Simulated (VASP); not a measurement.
Ta: single point with revPBE

Ta:

```
CELL_PARAMETERS angstrom
-1.66761 1.66761 1.66761
1.66761 -1.66761 1.66761
1.66761 1.66761 -1.66761
ATOMIC_POSITIONS crystal
Ta 0.00000 0.00000 0.00000
```

* Program: VASP 6.6.1
* Task: single point
* Functional: revPBE
* Potentials or basis: VASP PAW PBE potentials, release 64 (Ta_pv)
* Cutoff: 520 eV
* k mesh: 22 × 22 × 22
* Occupations: fermi-dirac, width 0.1 eV
* Spin: no spin polarisation
* Dipole correction: no
* Further INCAR settings: ALGO = Normal; EDIFF = 1e-06; NBANDS = 12

```yaml
Pressure: 0.0 GPa
Band_gap_on_the_k_mesh: zero (an odd number of electrons rules out a gap without spin polarisation)
```

Levels at points of the mesh, in eV from the Fermi level:
| k point | band 3 | band 4 | band 5 | band 6 | band 7 | band 8 | band 9 | band 10 |
| --- | --- | --- | --- | --- | --- | --- | --- | --- |
| (0.00, 0.00, 0.00) | -33.23 | -7.81 | 0.73 | 0.73 | 0.73 | 3.91 | 3.91 | 14.62 |
| (0.50, 0.00, 0.00) | -33.23 | -4.26 | -1.46 | 1.42 | 3.77 | 4.76 | 7.50 | 11.27 |
| (0.50, 0.50, 0.50) | -33.97 | -3.64 | -3.64 | 6.59 | 6.59 | 6.59 | 8.36 | 8.36 |

Run time: 56 s on 1 thread of Intel Xeon 8259CL, on a shared host, peak memory 0.2 GiB.

Caveat: the PAW data sets were made with another functional, which shifts forces and pressure a little; spin-orbit coupling is left out, which moves the levels of the heavy elements.
